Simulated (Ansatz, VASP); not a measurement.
## Ge in VASP and in Ansatz

```
CELL_PARAMETERS angstrom
2.67443 0.00000 0.00000
0.00000 2.67443 0.00000
0.00000 0.00000 2.67443
ATOMIC_POSITIONS crystal
Ge 0.50000 0.50000 0.50000
```

Alike in both runs: task relaxation of cell and atoms; functional PBEsol; k mesh 20 × 20 × 20; occupations gaussian, width 0.1 eV; no spin polarisation.

|  | VASP | Ansatz |
| --- | --- | --- |
| version | VASP 6.6.1 | Ansatz 0.2.0 |
| potentials or method | VASP PAW PBE potentials, release 64 (Ge_d), cutoff 600 eV | scalar-relativistic, plane waves, PAW |
| valence electrons in the cell | 14 | 14 |

```tsv
	VASP	Ansatz	Ansatz less VASP
gap on the k mesh at the Fermi level, each at its own relaxed structure (eV)	none	none	-
relaxed volume (Å³/atom)	18.99	18.97	-0.019
relaxed length of the cell vector where the two differ most in proportion (Å)	2.668	2.667	-0.0009
```

VASP's potentials were made for PBE, not for PBEsol. A gap of «none» marks a metal or a gap that the smearing closes.
